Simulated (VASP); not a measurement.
MnCo2N2: single point with PBE

Crystal: MnCo2N2.

```
CELL_PARAMETERS angstrom
2.78739 0.00000 0.00000
-1.39370 2.41395 0.00000
0.00000 0.00000 6.51279
ATOMIC_POSITIONS crystal
Mn 0.00000 0.00000 0.50000
Co 0.66667 0.33333 0.15957
Co 0.33333 0.66667 0.84043
N 0.66667 0.33333 0.69066
N 0.33333 0.66667 0.30934
```

```json
{"Program": "VASP 6.6.1", "Task": "single point", "Functional": "PBE", "Potentials or basis": "VASP PAW PBE potentials, release 64 (Mn_pv, Co, N)", "Cutoff": "520 eV", "k mesh": "12 × 12 × 6", "Occupations": "gaussian, width 0.1 eV", "Spin": "no spin polarisation"}
```

```json
{"Pressure": "0.6 GPa", "Largest force": "0.029 eV/Å", "Band gap on the k mesh": "zero (an odd number of electrons rules out a gap without spin polarisation)"}
```

Forces in eV/Å, atoms in the order of the input:
```
Mn   0.000  0.000  0.000
Co   0.000  0.000 -0.029
Co   0.000  0.000  0.029
N    0.000  0.000  0.005
N    0.000  0.000 -0.005
```

Stress tensor (GPa, compression positive):
```
0.70 0.00 0.00
0.00 0.70 0.00
0.00 0.00 0.25
```

Levels at points of the mesh, in eV from the Fermi level:
| k point | band 17 | band 18 | band 19 | band 20 | band 21 | band 22 | band 23 | band 24 | band 25 | band 26 |
| --- | --- | --- | --- | --- | --- | --- | --- | --- | --- | --- |
| (0.00, 0.00, 0.00) | -1.32 | -1.14 | -1.14 | -0.68 | -0.68 | -0.20 | 0.82 | 1.22 | 1.22 | 3.25 |
| (0.50, 0.00, 0.00) | -0.86 | -0.59 | -0.37 | -0.29 | -0.15 | 0.20 | 0.21 | 0.57 | 2.46 | 2.96 |
| (0.00, 0.00, 0.50) | -1.89 | -1.34 | -1.34 | -0.42 | -0.42 | 0.38 | 0.75 | 1.46 | 1.46 | 3.16 |
| (0.50, 0.00, 0.50) | -0.91 | -0.68 | -0.40 | -0.35 | -0.06 | 0.18 | 0.67 | 1.07 | 2.52 | 2.54 |

It took 53 s on 1 thread of Intel(R) Xeon(R) 6975P-C (Granite Rapids) (shared host), peak memory 0.25 GiB.

Caveat: the run has no spin polarisation, though such a crystal can be magnetic. With open d or f shells a metallic result of PBE can be an artefact of self-interaction; +U or a hybrid may open a gap.
